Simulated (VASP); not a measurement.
# CsBa3 (Fm-3m) in VASP: further runs, part 2 of 2

VASP 6.6.1. Earlier steps stand in the parts before.

**3. Single point, r2SCAN**

POSCAR

```
CsBa3
1.0
    0.0000000000      5.2212840000      5.2212840000
    5.2212840000      0.0000000000      5.2212840000
    5.2212840000      5.2212840000      0.0000000000
Cs Ba
1 3
Direct
    0.0000000000      0.0000000000      0.0000000000
    0.2500000000      0.2500000000      0.2500000000
    0.7500000000      0.7500000000      0.7500000000
    0.5000000000      0.5000000000      0.5000000000
```

INCAR.step1

```
SYSTEM = CsBa3
  ALGO = Normal
  EDIFF = 1E-4
  ENCUT = 520
  GGA = PE
  ISMEAR = 1
  LASPH = .TRUE.
  LCHARG = .FALSE.
  LREAL = .FALSE.
  LWAVE = .TRUE.
  NBANDS = 28
  NELM = 80
  PREC = Accurate
  SIGMA = 0.1
```

INCAR.step2

```
SYSTEM = CsBa3
  ALGO = Normal
  EDIFF = 1E-7
  ENCUT = 520
  ISIF = 2
  ISMEAR = 1
  ISTART = 1
  LASPH = .TRUE.
  LCHARG = .TRUE.
  LELF = .TRUE.
  LMIXTAU = .TRUE.
  LREAL = .FALSE.
  LVHAR = .TRUE.
  LWAVE = .FALSE.
  METAGGA = R2SCAN
  NBANDS = 28
  NELM = 80
  PREC = Accurate
  SIGMA = 0.1
```

KPOINTS

```
k-points
0
G
  4 4 4
  0 0 0
```

Potentials or basis: VASP PAW PBE potentials, release 64 (Cs_sv, Ba_sv).

Launch:

```bash
> cat potpaw_PBE.64/Cs_sv/POTCAR potpaw_PBE.64/Ba_sv/POTCAR > POTCAR
> cp INCAR.step1 INCAR
> mpirun -np 1 vasp_std > vasp.out
> cp INCAR.step2 INCAR
> mpirun -np 1 vasp_std > vasp.out
```

OUTCAR:

```text
SYSTEM = CsBa3
   EDIFF = 1E-7
   ENCUT = 520
   ISIF = 2
   ISMEAR = 1
   ISTART = 1
   LASPH = .TRUE.
   LREAL = .FALSE.
   METAGGA = R2SCAN
   NELM = 80
   PREC = Accurate

 ion  position               nearest neighbor table
   1  0.000  0.000  0.000-
   2  0.250  0.250  0.250-   4 4.52   4 4.52   4 4.52   4 4.52
   3  0.750  0.750  0.750-   4 4.52   4 4.52   4 4.52   4 4.52
   4  0.500  0.500  0.500-   2 4.52   2 4.52   2 4.52   3 4.52   3 4.52   3 4.52   3 4.52   2 4.52

  LATTYP: Found a face centered cubic cell.
 ALAT       =    10.4425680000

  Lattice vectors:

 A1 = (   0.0000000000,   5.2212840000,   5.2212840000)
 A2 = (   5.2212840000,   0.0000000000,   5.2212840000)
 A3 = (   5.2212840000,   5.2212840000,   0.0000000000)

Analysis of symmetry for initial positions (statically):
=====================================================================
 Subroutine PRICEL returns:
 Original cell was already a primitive cell.
[... 153 lines left out ...]
  ---------------------------------------------------
  free energy    TOTEN  =      -103.61506149 eV

  energy without entropy =     -103.60457030  energy(sigma->0) =     -103.61156443

 E-fermi :   1.3917     XC(G=0):  -7.3468

 val. band max:        1.3417837874   @ k =   0.5000   0.2500   0.0000
 cond. band min:       1.4165968736   @ k =   0.2500   0.2500   0.0000
 fundamental gap:      0.0748130863
 Fermi energy:         1.3917003651

 k-point     1 :       0.0000    0.0000    0.0000
  band No.  band energies     occupation
      1     -28.8955      2.00000
      2     -28.8881      2.00000
      3     -28.7461      2.00000
      4     -22.2912      2.00000
      5     -13.6546      2.00000
      6     -13.6546      2.00000
[... 237 lines left out ...]
     27       2.8271     -0.00000
     28       3.2656     -0.00000

------------------------ aborting loop because EDIFF is reached ----------------------------------------

  FORCE on cell =-STRESS in cart. coord.  units (eV):
  Direction    XX          YY          ZZ          XY          YZ          ZX
  --------------------------------------------------------------------------------------
  -------------------------------------------------------------------------------------
  Total        0.4435274      0.4435274      0.4435274      0.0000000      0.0000000     -0.0000000
  in kB        2.4961407      2.4961407      2.4961407      0.0000000      0.0000000     -0.0000000
  external PRESSURE =       2.4961407 kB  Pullay stress =       0.0000000 kB

 VOLUME and BASIS-vectors are now :
 -----------------------------------------------------------------------------
  energy-cutoff  :      520.00
  volume of cell :      284.68
      direct lattice vectors                 reciprocal lattice vectors
     0.000000000  5.221284000  5.221284000    -0.095761885  0.095761885  0.095761885
     5.221284000  0.000000000  5.221284000     0.095761885 -0.095761885  0.095761885
     5.221284000  5.221284000  0.000000000     0.095761885  0.095761885 -0.095761885

 POSITION                                       TOTAL-FORCE (eV/Angst)
 -----------------------------------------------------------------------------------
      0.00000      0.00000      0.00000         0.000000     -0.000000     -0.000000
      2.61064      2.61064      2.61064        -0.000000     -0.000000     -0.000000
      7.83193      7.83193      7.83193         0.000000      0.000000      0.000000
      5.22128      5.22128      5.22128         0.000000     -0.000000     -0.000000
 -----------------------------------------------------------------------------------
    total drift:                               -0.000000      0.000000      0.000000

  FREE ENERGIE OF THE ION-ELECTRON SYSTEM (eV)
  ---------------------------------------------------
  free  energy   TOTEN  =      -103.6150614884 eV

  energy  without entropy=     -103.6045703049  energy(sigma->0) =     -103.61156443
```

OUTCAR.step1:

```text
SYSTEM = CsBa3
   EDIFF = 1E-4
   ENCUT = 520
   GGA = PE
   ISMEAR = 1
[... 458 lines left out ...]
      0.00000      0.00000      0.00000        -0.000000     -0.000000     -0.000000
      2.61064      2.61064      2.61064         0.000000      0.000000      0.000000
      7.83193      7.83193      7.83193        -0.000000     -0.000000     -0.000000
      5.22128      5.22128      5.22128        -0.000000     -0.000000     -0.000000
 -----------------------------------------------------------------------------------
    total drift:                               -0.000000      0.000000      0.000000

  FREE ENERGIE OF THE ION-ELECTRON SYSTEM (eV)
  ---------------------------------------------------
  free  energy   TOTEN  =        -5.9323832445 eV

  energy  without entropy=       -5.9170006828  energy(sigma->0) =       -5.92725572
```

OSZICAR.step1:

```text
N       E                     dE             d eps       ncg     rms          rms(c)
DAV:   1     0.316414793070E+03    0.31641E+03   -0.15187E+04   448   0.111E+03
DAV:   2     0.241457465284E+02   -0.29227E+03   -0.28651E+03   692   0.223E+02
DAV:   3    -0.501204915971E+01   -0.29158E+02   -0.28869E+02   640   0.713E+01
DAV:   4    -0.593970478553E+01   -0.92766E+00   -0.92175E+00   628   0.108E+01
DAV:   5    -0.595974130581E+01   -0.20037E-01   -0.20025E-01   612   0.171E+00    0.237E+00
DAV:   6    -0.593748815044E+01    0.22253E-01   -0.48303E-02   584   0.912E-01    0.139E+00
DAV:   7    -0.593199238472E+01    0.54958E-02   -0.71422E-02   556   0.118E+00    0.141E-01
DAV:   8    -0.593235822795E+01   -0.36584E-03   -0.35357E-03   620   0.293E-01    0.457E-02
DAV:   9    -0.593238324447E+01   -0.25017E-04   -0.14772E-04   436   0.511E-02
   1 F= -.59323832E+01 E0= -.59272557E+01  d E =-.153826E-01
```

Run time: 12 min. Hardware: 1 thread of Intel Xeon 8259CL, shared host; peak memory 0.5 GiB.

What came out:

| Quantity | Value |
| --- | --- |
| Free energy | -103.6151 eV |
| Pressure | 0.2 GPa |
| Band gap on the k mesh | zero (an odd number of electrons rules out a gap without spin polarisation) |

Caveat: the PAW data sets were made with another functional, which shifts forces and pressure a little; spin-orbit coupling is left out, which moves the levels of the heavy elements.

The gap in the log of VASP goes by the Fermi energy; the results here count the filled bands.